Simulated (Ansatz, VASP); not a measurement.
# KCl: VASP beside Ansatz

```
K Cl
1.0
     4.44978    0.00000    0.00000
     0.00000    4.44978    0.00000
     0.00000    0.00000   12.00000
K Cl
1 1
Cartesian
  0.0000 0.0000 6.0000
  2.2249 2.2249 6.0000
```

Alike in both runs: task single point; functional PBE; k mesh 3 × 3 × 1; no spin polarisation.

|  | VASP | Ansatz |
| --- | --- | --- |
| version | VASP 6.6.1 | Ansatz 0.2.0 |
| potentials or method | VASP PAW PBE potentials, release 64 (K_sv, Cl), cutoff 520 eV | plane waves, PAW |
| occupations | methfessel-paxton of order 1, width 0.15 eV | cold, width 0.15 eV |
| valence electrons in the cell | 16 | 16 |

```tsv
	VASP	Ansatz	Ansatz less VASP
gap on the k mesh at the Fermi level (eV)	4.70	4.69	-0.008
```

The k mesh is coarse, so the values compare programs but aren't converged.
